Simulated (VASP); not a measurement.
# B3As4 (I-43d) in VASP: relaxation of cell and atoms with PBE

Aim: the relaxation of cell and atoms of B3As4 with PBE.

All numbers are computed with VASP 6.6.1; they aren't measurements. Logs are shortened: lines on timing, memory, paths and dates and some standing lists are left out, and cuts for length are marked.

## 1. The cell of the first run

It takes space group I-43d (No. 220, cubic). Conventional cell: a = 7.601 Å, b = 7.601 Å, c = 7.601 Å, α = 90.00°, β = 90.00°, γ = 90.00°. Within 2.7 Å of B (site symmetry -4) lie 4 As at 2.06 Å. Within 2.7 Å of As (site symmetry 3) lie 3 B at 2.06 Å.

## 2. Relaxation of cell and atoms, PBE

File INCAR:

```
SYSTEM = B3As4
  PREC = Accurate
  ENCUT = 500
  EDIFF = 1E-7
  ISMEAR = 0
  SIGMA = 0.1
  LREAL = .False.
  LASPH = .True.
  NELM = 120
  ALGO = Normal
  ISIF = 3
  LWAVE = .False.
  LCHARG = .False.
  GGA = PE
  IBRION = 2
  NSW = 100
  EDIFFG = -0.01
  GGA_COMPAT = .False.
  NELMIN = 4
```

File KPOINTS:

```
regular mesh
0
Gamma
  6 6 6
  0 0 0
```

File POSCAR:

```
B3As4
1.0
   -3.8004180818      3.8004180818      3.8004180818
    3.8004180818     -3.8004180818      3.8004180818
    3.8004180818      3.8004180818     -3.8004180818
B As
6 8
Direct
    0.1250000000      0.8750000000      0.2500000000
    0.2500000000      0.1250000000      0.8750000000
    0.8750000000      0.2500000000      0.1250000000
    0.7500000000      0.3750000000      0.6250000000
    0.6250000000      0.7500000000      0.3750000000
    0.3750000000      0.6250000000      0.7500000000
    0.5000000000      0.0000000000      0.4410363550
    0.0589636450      0.0589636450      0.0589636450
    0.0000000000      0.4410363550      0.5000000000
    0.5000000000      0.0000000000      0.9410363550
    0.5589636450      0.5589636450      0.5589636450
    0.0000000000      0.9410363550      0.5000000000
    0.9410363550      0.5000000000      0.0000000000
    0.4410363550      0.5000000000      0.0000000000
```

Potentials or basis: VASP PAW PBE potentials, release 64 (B, As).

Started as:

```console
$ cat potpaw_PBE.64/B/POTCAR potpaw_PBE.64/As/POTCAR > POTCAR
$ mpirun -np 1 vasp_std > vasp.out
```

OUTCAR:

```text
SYSTEM = B3As4
   PREC = Accurate
   ENCUT = 500
   EDIFF = 1E-7
   ISMEAR = 0
   LREAL = .False.
   LASPH = .True.
   NELM = 120
   ISIF = 3
   GGA = PE
   IBRION = 2
   NSW = 100
   EDIFFG = -0.01
   NELMIN = 4

 ion  position               nearest neighbor table
   1  0.125  0.875  0.250-   7 2.06   8 2.06  12 2.06  13 2.06
   2  0.250  0.125  0.875-   8 2.06  10 2.06  12 2.06  14 2.06
   3  0.875  0.250  0.125-   8 2.06   9 2.06  10 2.06  13 2.06
   4  0.750  0.375  0.625-   7 2.06   9 2.06  11 2.06  13 2.06
   5  0.625  0.750  0.375-   7 2.06  11 2.06  12 2.06  14 2.06
   6  0.375  0.625  0.750-   9 2.06  10 2.06  11 2.06  14 2.06
   7  0.500  0.000  0.441-   1 2.06   4 2.06   5 2.06
   8  0.059  0.059  0.059-   1 2.06   2 2.06   3 2.06
   9  0.000  0.441  0.500-   3 2.06   4 2.06   6 2.06
  10  0.500  0.000  0.941-   2 2.06   3 2.06   6 2.06
  11  0.559  0.559  0.559-   4 2.06   5 2.06   6 2.06
  12  0.000  0.941  0.500-   1 2.06   2 2.06   5 2.06
  13  0.941  0.500  0.000-   1 2.06   3 2.06   4 2.06
  14  0.441  0.500  0.000-   2 2.06   5 2.06   6 2.06

  LATTYP: Found a body centered cubic cell.
 ALAT       =     7.6008361636

  Lattice vectors:

 A1 = (  -3.8004180818,   3.8004180818,   3.8004180818)
 A2 = (   3.8004180818,  -3.8004180818,   3.8004180818)
 A3 = (   3.8004180818,   3.8004180818,  -3.8004180818)

Analysis of symmetry for initial positions (statically):
=====================================================================
 Subroutine PRICEL returns:
 Original cell was already a primitive cell.

 Routine SETGRP: Setting up the symmetry group for a
 body centered cubic supercell.

 Subroutine GETGRP returns: Found 24 space group operations
 (whereof  3 operations were pure point group operations)
 out of a pool of 48 trial point group operations.

The static configuration has the point symmetry C_3 .
 The point group associated with its full space group is T_d .

Analysis of symmetry for dynamics (positions and initial velocities):
=====================================================================
 Subroutine PRICEL returns:
 Original cell was already a primitive cell.

 Routine SETGRP: Setting up the symmetry group for a
 body centered cubic supercell.

 Subroutine GETGRP returns: Found 24 space group operations
 (whereof  3 operations were pure point group operations)
 out of a pool of 48 trial point group operations.

The dynamic configuration has the point symmetry C_3 .
 The point group associated with its full space group is T_d .

 Subroutine INISYM returns: Found 24 space group operations
 (whereof  3 operations are pure point group operations),
 and found     1 'primitive' translations

----------------------------------------------------------------------------------------

                                     Primitive cell

  volume of cell :     219.5605

  direct lattice vectors                    reciprocal lattice vectors
    -3.800418082  3.800418082  3.800418082     0.000000000  0.131564472  0.131564472
     3.800418082 -3.800418082  3.800418082     0.131564472  0.000000000  0.131564472
     3.800418082  3.800418082 -3.800418082     0.131564472  0.131564472  0.000000000

  length of vectors
     6.582517208  6.582517208  6.582517208     0.186060261  0.186060261  0.186060261

  position of ions in fractional coordinates (direct lattice)
     0.125000000  0.875000000  0.250000000
     0.250000000  0.125000000  0.875000000
     0.875000000  0.250000000  0.125000000
     0.750000000  0.375000000  0.625000000
     0.625000000  0.750000000  0.375000000
     0.375000000  0.625000000  0.750000000
     0.500000000  0.000000000  0.441036355
     0.058963645  0.058963645  0.058963645
     0.000000000  0.441036355  0.500000000
     0.500000000  0.000000000  0.941036355
     0.558963645  0.558963645  0.558963645
     0.000000000  0.941036355  0.500000000
     0.941036355  0.500000000  0.000000000
     0.441036355  0.500000000  0.000000000

  ion indices of the primitive-cell ions
   primitive index   ion index
                 1           1
                 2           2
                 3           3
                 4           4
                 5           5
                 6           6
                 7           7
                 8           8
                 9           9
                10          10
                11          11
                12          12
                13          13
                14          14

----------------------------------------------------------------------------------------

 KPOINTS: regular mesh

Automatic generation of k-mesh.
 Grid dimensions read from file:
 generate k-points for:    6    6    6

 Generating k-lattice:

  Cartesian coordinates                     Fractional coordinates (reciprocal lattice)
     0.000000000  0.021927412  0.021927412     0.166666667  0.000000000  0.000000000
     0.021927412  0.000000000  0.021927412     0.000000000  0.166666667  0.000000000
     0.021927412  0.021927412  0.000000000     0.000000000  0.000000000  0.166666667

  Length of vectors
     0.031010044  0.031010044  0.031010044

  Shift w.r.t. Gamma in fractional coordinates (k-lattice)
     0.000000000  0.000000000  0.000000000

 Subroutine IBZKPT returns following result:
 ===========================================

 Found     16 irreducible k-points:

 Following reciprocal coordinates:
            Coordinates               Weight
  0.000000  0.000000  0.000000      1.000000
  0.166667  0.000000  0.000000     12.000000
  0.333333  0.000000  0.000000     12.000000
  0.500000  0.000000  0.000000      6.000000
  0.166667  0.166667  0.000000     24.000000
  0.333333  0.166667  0.000000     48.000000
[... 8 lines left out ...]
  0.500000  0.500000  0.333333     12.000000
  0.500000  0.500000  0.500000      1.000000
   k-points           NKPTS =     16   k-points in BZ     NKDIM =     16   number of bands    NBANDS=     37
   number of dos      NEDOS =    301   number of ions     NIONS =     14
   total plane-waves  NPLWV = 110592
   dimension x,y,z NGX =    48 NGY =   48 NGZ =   48
   dimension x,y,z NGXF=    96 NGYF=   96 NGZF=   96
   ions per type =               6   8
   NGX,Y,Z   is equivalent  to a cutoff of  12.12, 12.12, 12.12 a.u.
   NGXF,Y,Z  is equivalent  to a cutoff of  24.25, 24.25, 24.25 a.u.
 SYSTEM =  B3As4
   PREC   = accura    normal or accurate (medium, high low for compatibility)
   ISTART =      0    job   : 0-new  1-cont  2-samecut
   ICHARG =      2    charge: 1-file 2-atom 10-const
   ISPIN  =      1    spin polarized calculation?
   LNONCOLLINEAR =      F non collinear calculations
   LSORBIT =      F    spin-orbit coupling
   LASPH  =      T    aspherical Exc in radial PAW
   ENCUT  =  500.0 eV  36.75 Ry    6.06 a.u.  12.00 12.00 12.00*2*pi/ulx,y,z
   NELM   =    120;   NELMIN=  4; NELMDL= -5     # of ELM steps
   EDIFF  = 0.1E-06   stopping-criterion for ELM
   LREAL  =      F    real-space projection
   EDIFFG = -.1E-01   stopping-criterion for IOM
   NSW    =    100    number of steps for IOM
   IBRION =      2    ionic relax: 0-MD 1-quasi-New 2-CG
   NFREE  =      1    steps in history (QN), initial steepest desc. (CG)
   ISIF   =      3    stress and relaxation
   ISYM   =      2    0-nonsym 1-usesym 2-fastsym
   POTIM  = 0.5000    time-step for ionic-motion
   TEBEG  =    0.0;   TEEND  =   0.0 temperature during run
   PSTRESS=    0.0 pullay stress
   NELECT =      58.0000    total number of electrons
   NUPDOWN=      -1.0000    fix difference up-down
   EMIN   =  10.00;   EMAX   =-10.00  energy-range for DOS
   EFERMI =   0.00;   METHOD = LEGACY
   ISMEAR =     0;   SIGMA  =   0.10  broadening in eV -4-tet -1-fermi 0-gaus
   EFERMI_NEDOS =   21; number of points for ismear=-14 and -15
   IALGO  =     38    algorithm
   IMIX   =      4    mixing-type and parameters
     AMIX     =   0.40;   BMIX     =  1.00
     AMIX_MAG =   1.60;   BMIX_MAG =  1.00
  volume/ion in A,a.u.               =      15.68       105.83
  Fermi-wavevector in a.u.,A,eV,Ry     =   1.050428  1.985020 15.012643  1.103398
  Thomas-Fermi vector in A             =   2.185430
   LORBIT       =      0    0 simple, 1 ext, 2 COOP (PROOUT), +10 PAW based schemes
   GGA     = PE    functional components
   LHFCALC =     F    Hartree Fock is set to
   AEXX    =    0.0000 exact exchange contribution
   IVDW    =     0    specifies the selected vdW correction
   LEPSILON=     F    determine dielectric tensor
   LRPA    =     F    only Hartree local field effects (RPA)
 conjugate gradient relaxation of ions
 non-spin polarized calculation
 Gauss-broadening in eV      SIGMA  =   0.10
  energy-cutoff  :      500.00
  volume of cell :      219.56
 maximum number of plane-waves:      5604
   NGX = 25   NGY = 25   NGZ = 25

--------------------------------------- Ionic step        1  -------------------------------------------

 number of electron      58.0000000 magnetization

 Free energy of the ion-electron system (eV)
  ---------------------------------------------------
  ext. energy  EPLUGINS =         0.00000000
  ---------------------------------------------------
  free energy    TOTEN  =       -74.24091685 eV

  energy without entropy =      -74.22606630  energy(sigma->0) =      -74.23349157

------------------------ aborting loop because EDIFF is reached ----------------------------------------

  FORCE on cell =-STRESS in cart. coord.  units (eV):
  Direction    XX          YY          ZZ          XY          YZ          ZX
  --------------------------------------------------------------------------------------
  -------------------------------------------------------------------------------------
  Total       -0.7755671     -0.7755671     -0.7755671      0.0000000      0.0000000      0.0000000
  in kB       -5.6594707     -5.6594707     -5.6594707      0.0000000      0.0000000      0.0000000
  external PRESSURE =      -5.6594707 kB  Pullay stress =       0.0000000 kB
[... 81 lines left out ...]
  energy  without entropy=      -74.2272936606  energy(sigma->0) =      -74.23481937

--------------------------------------- Ionic step        3  -------------------------------------------

 number of electron      58.0000000 magnetization

 Free energy of the ion-electron system (eV)
  ---------------------------------------------------
  ext. energy  EPLUGINS =         0.00000000
  ---------------------------------------------------
  free energy    TOTEN  =       -74.24295967 eV

  energy without entropy =      -74.22797649  energy(sigma->0) =      -74.23546808

 E-fermi :   5.4603     XC(G=0): -10.2341

 val. band max:        5.4479931130   @ k =   0.1667   0.1667   0.0000
 cond. band min:       5.4870319066   @ k =  -0.3333   0.5000   0.1667
 fundamental gap:      0.0390387936
 Fermi energy:         5.4603221761

 k-point     1 :       0.0000    0.0000    0.0000
  band No.  band energies     occupation
      1      -9.6140      2.00000
      2      -6.9026      2.00000
      3      -6.9026      2.00000
      4      -6.9026      2.00000
      5      -6.1451      2.00000
      6      -6.1451      2.00000
[... 670 lines left out ...]
  FREE ENERGIE OF THE ION-ELECTRON SYSTEM (eV)
  ---------------------------------------------------
  free  energy   TOTEN  =       -74.2429596672 eV

  energy  without entropy=      -74.2279764926  energy(sigma->0) =      -74.23546808

 reached required accuracy - stopping structural energy minimisation
```

Wall time 6.2 min (1 thread of Oxide Virtual Turin-like, shared host); peak memory 0.35 GiB.

Results:

```yaml
Free_energy: -74.2430 eV
Relaxed_volume: 15.60 Å³/atom
Relaxed_cell: a = 6.571 Å, b = 6.571 Å, c = 6.571 Å, α = 109.47°, β = 109.47°, γ = 109.47°
Space_group_after_relaxing_to_0.1_Å: I-43d (No. 220)
Energy_gained_by_relaxing: 0.1 meV/atom
Ionic_steps: 3
Pressure_after_relaxing: 0.0 GPa
Band_gap_on_the_k_mesh: zero (bands 29 and 30 overlap by 2.36 eV)
```

Step by step:
| step | energy change (eV) | largest force (eV/Å) | pressure (GPa) | volume (Å³) |
| --- | --- | --- | --- | --- |
| 1 | 0.0000 | 0.0079 | -0.57 | 219.56 |
| 2 | -0.0014 | 0.0014 | 0.32 | 217.80 |
| 3 | -0.0020 | 0.0019 | 0.01 | 218.42 |

Final structure:
```yaml
crystal:
  lattice:
    - [-3.79383, 3.79383, 3.79383]
    - [3.79383, -3.79383, 3.79383]
    - [3.79383, 3.79383, -3.79383]
  atoms:
    - { symbol: B, position: [0.12500, 0.87500, 0.25000] }
    - { symbol: B, position: [0.25000, 0.12500, 0.87500] }
    - { symbol: B, position: [0.87500, 0.25000, 0.12500] }
    - { symbol: B, position: [0.75000, 0.37500, 0.62500] }
    - { symbol: B, position: [0.62500, 0.75000, 0.37500] }
    - { symbol: B, position: [0.37500, 0.62500, 0.75000] }
    - { symbol: As, position: [0.50000, 0.00000, 0.44100] }
    - { symbol: As, position: [0.05900, 0.05900, 0.05900] }
    - { symbol: As, position: [0.00000, 0.44100, 0.50000] }
    - { symbol: As, position: [0.50000, 0.00000, 0.94100] }
    - { symbol: As, position: [0.55900, 0.55900, 0.55900] }
    - { symbol: As, position: [0.00000, 0.94100, 0.50000] }
    - { symbol: As, position: [0.94100, 0.50000, 0.00000] }
    - { symbol: As, position: [0.44100, 0.50000, 0.00000] }
```

The gap in the log of VASP goes by the Fermi energy; the results here count the filled bands.